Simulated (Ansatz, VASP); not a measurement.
## One calculation of CaSe, two programs

The input INCAR:

```
SYSTEM = CaSe
PREC     = Accurate       ! precision mode
ENCUT    = 520            ! plane-wave cutoff, eV
EDIFF    = 1E-6           ! SCF threshold, eV
ISMEAR   = 0              ! smearing method
SIGMA    = 0.05           ! smearing width, eV
LREAL    = .FALSE.        ! projectors in reciprocal space
LASPH    = .TRUE.         ! aspherical terms in the spheres
NELM     = 100            ! most SCF steps
ALGO     = Normal         ! electronic algorithm
ISIF     = 2              ! what is computed and relaxed
LWAVE    = .FALSE.        ! write WAVECAR
LCHARG   = .TRUE.         ! write CHGCAR
LELF     = .TRUE.         ! ELF
LVHAR    = .TRUE.       
NBANDS   = 15             ! bands
```

KPOINTS

```
regular mesh
0
G
  6 6 6
  0 0 0
```

The input POSCAR:

```
CaSe
1.0
    0.0000000000      3.2505000000      3.2010000000
    3.2505000000      0.0000000000      3.2010000000
    3.2505000000      3.2505000000      0.0000000000
Ca Se
1 1
Direct
    0.0000000000      0.0000000000      0.0000000000
    0.7500000000      0.7500000000      0.7500000000
```

Input for Ansatz:

```yaml
crystal:
  lattice:
    - [0.0, 3.2505, 3.201]
    - [3.2505, 0.0, 3.201]
    - [3.2505, 3.2505, 0.0]
  atoms:
    - { symbol: Ca, position: [0.0, 0.0, 0.0] }
    - { symbol: Se, position: [0.75, 0.75, 0.75] }
basis:
  ecutwfc: 420
kpoints:
  mp_grid: { grid: [6, 6, 6] }
hamiltonian:
  xc: lda
scf:
  occupations: { method: gaussian, width: 0.05 }
output:
  forces: true
  stress: true
  eigenvalues: true
```

Change from the starting cell: strain -0.015 along x and y, -0.030 along z, atoms carried along.

Alike in both runs: task single point; functional LDA; k mesh 6 × 6 × 6; occupations gaussian, width 0.05 eV; no spin polarisation.

|  | VASP | Ansatz |
| --- | --- | --- |
| version | VASP 6.6.1 | Ansatz 0.2.0 |
| potentials or method | VASP PAW LDA potentials, release 64 (Ca_sv, Se), cutoff 520 eV | scalar-relativistic, plane waves, PAW |
| valence electrons in the cell | 16 | 26 |

```csv
,VASP,Ansatz,Ansatz less VASP
gap on the k mesh at the Fermi level (eV),3.06,3.05,-0.013
least direct gap on the mesh (eV),3.18,3.17,-0.016
pressure (GPa),-0.7,-0.8,-0.16
```

LDA's correlation is that of Perdew and Zunger in VASP and of Perdew and Wang (1992) in Ansatz. VASP's potentials hold 16 valence electrons a cell and Ansatz's 26, so a difference there can come from the potentials and not from the codes.
